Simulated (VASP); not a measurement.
Input of a VASP 6.6.1 run:

INCAR

```
  PREC = Accurate
  ENCUT = 520
  EDIFF = 1E-6
  ISMEAR = 0
  SIGMA = 0.05
  LREAL = False
  LASPH = True
  NELM = 80
  ALGO = Normal
  ISIF = 2
  LWAVE = False
  LCHARG = False
  GGA = PS
  NBANDS = 30
  ISYM = 0
```

File KPOINTS:

```
regular mesh
0
Gamma
  6 6 2
```

Contents of POSCAR:

```
N
1.0
   -4.6258169325      0.0000000000      0.0000000000
   -2.3129084662     -4.0060749768      0.0000000000
   -1.1564542331      2.0030374884     15.2224973438
N
8
Direct
   -0.0877418773      0.7544085440      0.8421504213
    0.1425504497      0.5241162170      0.3815657673
   -0.0516146005      0.7182812672      0.7698958677
    0.1786777265      0.4879889402      0.3093112137
    0.5910299465      0.7423033868      0.1512734403
    0.3607376195      0.9725957138      0.6118580943
    0.6271572233      0.7061761100      0.0790188867
    0.3968648963      0.9364684370      0.5396035407
```

Potentials or basis: VASP PAW PBE potentials, release 64 (N).

Launch:

```console
$ cat potpaw_PBE.64/N/POTCAR > POTCAR
$ mpirun -np 1 vasp_std > vasp.out
```

Q: Predict the band gap on the k mesh.

A: 7.44 eV (least direct gap 7.63 eV).

Q: Predict the largest force.

A: 1.894 eV/Å.

Q: Predict the pressure.

A: 1.4 GPa.

Forces on the atoms (eV/Å):
```
N   -0.006 -0.004  1.894
N    0.000  0.000  1.884
N    0.003  0.002 -1.894
N    0.000  0.000 -1.884
N   -0.003 -0.002  1.894
N    0.000  0.000  1.884
N    0.006  0.004 -1.894
N    0.000  0.000 -1.884
```

Caveat: the cell differs from its parent crystal (the part above a cut slid along it); the standard files for N, O and F lose accuracy on very short bonds; this functional lacks dispersion, which holds the molecules together, so the pressure and a relaxed volume are unreliable; the PAW data sets were made with another functional, which shifts forces and pressure a little; this functional lacks dispersion, which binds layers or chains, so the pressure and a relaxed spacing across them are unreliable. A k mesh can miss the band edges.
